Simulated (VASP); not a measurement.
# Re (P6/mmm) in VASP: further runs

The runs below take Re through relaxation of cell and atoms, single point, with PBE.

Everything below comes from runs of VASP 6.6.1. Logs are shortened: lines on timing, memory, paths and dates and some standing lists are left out, and cuts for length are marked.

**1. The cell of the first run**

It takes space group P6/mmm (No. 191, hexagonal). Conventional cell: a = 4.396 Å, b = 4.396 Å, c = 2.451 Å, α = 90.00°, β = 90.00°, γ = 120.00°. Within 3.2 Å of Re (site symmetry -6m2) lie 5 Re at 2.45 to 2.54 Å.

**2. Relaxation of cell and atoms, PBE**

Contents of INCAR:

```
PREC = Accurate
ENCUT = 600
EDIFF = 1E-7
ISMEAR = 0
SIGMA = 0.1
LREAL = F
LASPH = T
NELM = 80
ALGO = Fast
ISIF = 3
LWAVE = F
LCHARG = F
GGA = PE
IBRION = 2
NSW = 100
EDIFFG = -0.01
```

Contents of KPOINTS:

```
regular mesh
0
Gamma
  12 12 22
```

Contents of POSCAR:

```
Re
1.0
    4.3959678876      0.0000000000      0.0000000000
   -2.1979839438      3.8070198649      0.0000000000
    0.0000000000      0.0000000000      2.4514798196
Re
2
Direct
    0.3333333333      0.6666666667      0.0000000000
    0.6666666667      0.3333333333      0.0000000000
```

Potentials or basis: VASP PAW PBE potentials, release 64 (Re).

Launch:

```console
$ cat potpaw_PBE.64/Re/POTCAR > POTCAR
$ mpirun -np 1 vasp_std > vasp.out
```

OUTCAR:

```text
PREC = Accurate
   ENCUT = 600
   EDIFF = 1E-7
   ISMEAR = 0
   LREAL = F
   LASPH = T
   NELM = 80
   ISIF = 3
   GGA = PE
   IBRION = 2
   NSW = 100
   EDIFFG = -0.01

 ion  position               nearest neighbor table
   1  0.333  0.667  0.000-   2 2.54   2 2.54   2 2.54
   2  0.667  0.333  0.000-   1 2.54   1 2.54   1 2.54

  LATTYP: Found a hexagonal cell.
 ALAT       =     4.3959678876
 C/A-ratio  =     0.5576655431

  Lattice vectors:

 A1 = (   4.3959678876,   0.0000000000,   0.0000000000)
 A2 = (  -2.1979839438,   3.8070198649,   0.0000000000)
 A3 = (   0.0000000000,   0.0000000000,   2.4514798196)

Analysis of symmetry for initial positions (statically):
=====================================================================
 Subroutine PRICEL returns:
 Original cell was already a primitive cell.

 Routine SETGRP: Setting up the symmetry group for a
 hexagonal supercell.

 Subroutine GETGRP returns: Found 24 space group operations
 (whereof 24 operations were pure point group operations)
 out of a pool of 24 trial point group operations.

The static configuration has the point symmetry D_6h.

Analysis of symmetry for dynamics (positions and initial velocities):
=====================================================================
 Subroutine PRICEL returns:
 Original cell was already a primitive cell.

 Routine SETGRP: Setting up the symmetry group for a
 hexagonal supercell.

 Subroutine GETGRP returns: Found 24 space group operations
 (whereof 24 operations were pure point group operations)
 out of a pool of 24 trial point group operations.

The dynamic configuration has the point symmetry D_6h.

 Subroutine INISYM returns: Found 24 space group operations
 (whereof 24 operations are pure point group operations),
 and found     1 'primitive' translations

----------------------------------------------------------------------------------------

                                     Primitive cell

  volume of cell :      41.0268

  direct lattice vectors                    reciprocal lattice vectors
     4.395967888  0.000000000  0.000000000     0.227481189  0.131336325  0.000000000
    -2.197983944  3.807019865  0.000000000     0.000000000  0.262672651  0.000000000
     0.000000000  0.000000000  2.451479820     0.000000000  0.000000000  0.407916880

  length of vectors
     4.395967888  4.395967888  2.451479820     0.262672651  0.262672651  0.407916880

  position of ions in fractional coordinates (direct lattice)
     0.333333333  0.666666667  0.000000000
     0.666666667  0.333333333  0.000000000

  ion indices of the primitive-cell ions
   primitive index   ion index
                 1           1
                 2           2

----------------------------------------------------------------------------------------

 KPOINTS: regular mesh

Automatic generation of k-mesh.
 Grid dimensions read from file:
 generate k-points for:   12   12   22

 Generating k-lattice:

  Cartesian coordinates                     Fractional coordinates (reciprocal lattice)
     0.018956766  0.010944694  0.000000000     0.083333333  0.000000000  0.000000000
     0.000000000  0.021889388  0.000000000     0.000000000  0.083333333  0.000000000
     0.000000000  0.000000000  0.018541676     0.000000000  0.000000000  0.045454545

  Length of vectors
     0.021889388  0.021889388  0.018541676

  Shift w.r.t. Gamma in fractional coordinates (k-lattice)
     0.000000000  0.000000000  0.000000000

 Subroutine IBZKPT returns following result:
 ===========================================

 Found    228 irreducible k-points:

 Following reciprocal coordinates:
            Coordinates               Weight
  0.000000  0.000000  0.000000      1.000000
  0.083333  0.000000  0.000000      6.000000
  0.166667  0.000000  0.000000      6.000000
  0.250000  0.000000  0.000000      6.000000
  0.333333  0.000000  0.000000      6.000000
  0.416667  0.000000  0.000000      6.000000
[... 16 lines left out ...]
  0.250000  0.000000  0.045455     12.000000
  0.333333  0.000000  0.045455     12.000000
 [... further k-points ...]
   k-points           NKPTS =    228   k-points in BZ     NKDIM =    228   number of bands    NBANDS=     11
   number of dos      NEDOS =    301   number of ions     NIONS =      2
   total plane-waves  NPLWV =  25920
   dimension x,y,z NGX =    36 NGY =   36 NGZ =   20
   dimension x,y,z NGXF=    72 NGYF=   72 NGZF=   40
   ions per type =               2
   NGX,Y,Z   is equivalent  to a cutoff of  13.61, 13.61, 13.56 a.u.
   NGXF,Y,Z  is equivalent  to a cutoff of  27.23, 27.23, 27.13 a.u.
 SYSTEM =  unknown system
   PREC   = accura    normal or accurate (medium, high low for compatibility)
   ISTART =      0    job   : 0-new  1-cont  2-samecut
   ICHARG =      2    charge: 1-file 2-atom 10-const
   ISPIN  =      1    spin polarized calculation?
   LNONCOLLINEAR =      F non collinear calculations
   LSORBIT =      F    spin-orbit coupling
   LASPH  =      T    aspherical Exc in radial PAW
   ENCUT  =  600.0 eV  44.10 Ry    6.64 a.u.   8.78  8.78  4.90*2*pi/ulx,y,z
   NELM   =     80;   NELMIN=  2; NELMDL= -5     # of ELM steps
   EDIFF  = 0.1E-06   stopping-criterion for ELM
   LREAL  =      F    real-space projection
   EDIFFG = -.1E-01   stopping-criterion for IOM
   NSW    =    100    number of steps for IOM
   IBRION =      2    ionic relax: 0-MD 1-quasi-New 2-CG
   NFREE  =      1    steps in history (QN), initial steepest desc. (CG)
   ISIF   =      3    stress and relaxation
   ISYM   =      2    0-nonsym 1-usesym 2-fastsym
   POTIM  = 0.5000    time-step for ionic-motion
   TEBEG  =    0.0;   TEEND  =   0.0 temperature during run
   PSTRESS=    0.0 pullay stress
   NELECT =      14.0000    total number of electrons
   NUPDOWN=      -1.0000    fix difference up-down
   EMIN   =  10.00;   EMAX   =-10.00  energy-range for DOS
   EFERMI =   0.00;   METHOD = LEGACY
   ISMEAR =     0;   SIGMA  =   0.10  broadening in eV -4-tet -1-fermi 0-gaus
   EFERMI_NEDOS =   21; number of points for ismear=-14 and -15
   IALGO  =     68    algorithm
   IMIX   =      4    mixing-type and parameters
     AMIX     =   0.40;   BMIX     =  1.00
     AMIX_MAG =   1.60;   BMIX_MAG =  1.00
  volume/ion in A,a.u.               =      20.51       138.43
  Fermi-wavevector in a.u.,A,eV,Ry     =   1.144006  2.161857 17.806611  1.308749
  Thomas-Fermi vector in A             =   2.280699
   LORBIT       =      0    0 simple, 1 ext, 2 COOP (PROOUT), +10 PAW based schemes
   GGA     = PE    functional components
   LHFCALC =     F    Hartree Fock is set to
   AEXX    =    0.0000 exact exchange contribution
   IVDW    =     0    specifies the selected vdW correction
   LEPSILON=     F    determine dielectric tensor
   LRPA    =     F    only Hartree local field effects (RPA)
 conjugate gradient relaxation of ions
 non-spin polarized calculation
 RMM-DIIS sequential band-by-band and
 Gauss-broadening in eV      SIGMA  =   0.10
  energy-cutoff  :      600.00
  volume of cell :       41.03
 maximum number of plane-waves:      1408
 NGX is ok and might be reduce to    36
   NGX = 17   NGY = 17   NGZ =  9

--------------------------------------- Ionic step        1  -------------------------------------------

 number of electron      14.0000001 magnetization

 Free energy of the ion-electron system (eV)
  ---------------------------------------------------
  ext. energy  EPLUGINS =         0.00000000
  ---------------------------------------------------
  free energy    TOTEN  =       -22.15134870 eV

  energy without entropy =      -22.14227570  energy(sigma->0) =      -22.14681220

------------------------ aborting loop because EDIFF is reached ----------------------------------------

  FORCE on cell =-STRESS in cart. coord.  units (eV):
  Direction    XX          YY          ZZ          XY          YZ          ZX
  --------------------------------------------------------------------------------------
  -------------------------------------------------------------------------------------
  Total        0.1505911      0.1505911     -0.2167860      0.0000000      0.0000000      0.0000000
  in kB        5.8808740      5.8808740     -8.4659145      0.0000000      0.0000000      0.0000000
  external PRESSURE =       1.0986112 kB  Pullay stress =       0.0000000 kB
[... 129 lines left out ...]
  energy  without entropy=      -22.1429673009  energy(sigma->0) =      -22.14739409

--------------------------------------- Ionic step        5  -------------------------------------------

 number of electron      14.0000001 magnetization

 Free energy of the ion-electron system (eV)
  ---------------------------------------------------
  ext. energy  EPLUGINS =         0.00000000
  ---------------------------------------------------
  free energy    TOTEN  =       -22.15184986 eV

  energy without entropy =      -22.14300077  energy(sigma->0) =      -22.14742532

 E-fermi :   4.7420     XC(G=0): -11.4444

 val. band max:        4.7337389718   @ k =   0.3333   0.2500   0.2727
 cond. band min:       4.7454158726   @ k =   0.2500   0.1667   0.2273
 fundamental gap:      0.0116769009
 Fermi energy:         4.7419886392

 k-point     1 :       0.0000    0.0000    0.0000
  band No.  band energies     occupation
      1      -3.4605      2.00000
      2      -0.5979      2.00000
      3      -0.0016      2.00000
      4       2.3990      2.00000
      5       2.3990      2.00000
      6       2.5232      2.00000
      7       2.5232      2.00000
      8       6.3121      0.00000
      9       6.3121      0.00000
     10       8.4879      0.00000
     11       8.4880      0.00000
[... 309 lines left out ...]
 k-point    24 :       0.3333    0.0000    0.0455
  band No.  band energies     occupation
      1      -2.3418      2.00000
      2      -0.4123      2.00000
      3       0.0843      2.00000
      4       0.6116      2.00000
      5       1.2708      2.00000
      6       2.7857      2.00000
      7       4.6306      1.88496
      8       5.9406      0.00000
      9       6.4112      0.00000
     10       7.9239      0.00000
     11       8.5744      0.00000

 [... further k-points ...]
[... 5 lines left out ...]
  --------------------------------------------------------------------------------------
  -------------------------------------------------------------------------------------
  Total        0.0046863      0.0046863      0.0044636      0.0000000     -0.0000000     -0.0000000
  in kB        0.1827784      0.1827784      0.1740906      0.0000000     -0.0000000     -0.0000000
  external PRESSURE =       0.1798825 kB  Pullay stress =       0.0000000 kB
[... 17 lines left out ...]
  FREE ENERGIE OF THE ION-ELECTRON SYSTEM (eV)
  ---------------------------------------------------
  free  energy   TOTEN  =       -22.1518498643 eV

  energy  without entropy=      -22.1430007721  energy(sigma->0) =      -22.14742532

 reached required accuracy - stopping structural energy minimisation
```

Wall time 4.3 min (1 thread of AMD EPYC 9R14 (Zen 4), shared host); peak memory 0.24 GiB.

What came out:

```yaml
Free_energy: -22.1518 eV
Relaxed_volume: 20.54 Å³/atom
Relaxed_cell: a = 4.404 Å, b = 4.404 Å, c = 2.446 Å, α = 90.00°, β = 90.00°, γ = 120.00°
Space_group_after_relaxing_to_0.05_Å: P6/mmm (No. 191)
Energy_gained_by_relaxing: 0.3 meV/atom
Ionic_steps: 5
Pressure_after_relaxing: 0.0 GPa
Band_gap_on_the_k_mesh: zero (band 7 reaches 6.08 eV, above the bottom of band 8 at 3.91 eV)
```

The path:
| step | energy change (eV) | largest force (eV/Å) | pressure (GPa) | volume (Å³) |
| --- | --- | --- | --- | --- |
| 1 | 0.0000 | 0.0000 | 0.11 | 41.03 |
| 2 | 0.0003 | 0.0000 | 0.06 | 41.11 |
| 3 | -0.0005 | 0.0000 | 0.08 | 41.06 |
| 4 | -0.0005 | 0.0000 | -0.22 | 41.12 |
| 5 | -0.0005 | 0.0000 | 0.02 | 41.08 |

Final structure:
```
Re
1.0
     4.40358    0.00000    0.00000
    -2.20179    3.81361    0.00000
     0.00000    0.00000    2.44611
Re
2
Direct
  0.33333 0.66667 0.00000
  0.66667 0.33333 0.00000
```

Caveat: spin-orbit coupling is left out, which moves the levels of the heavy elements.

(Part 1 of 2 ends here.)
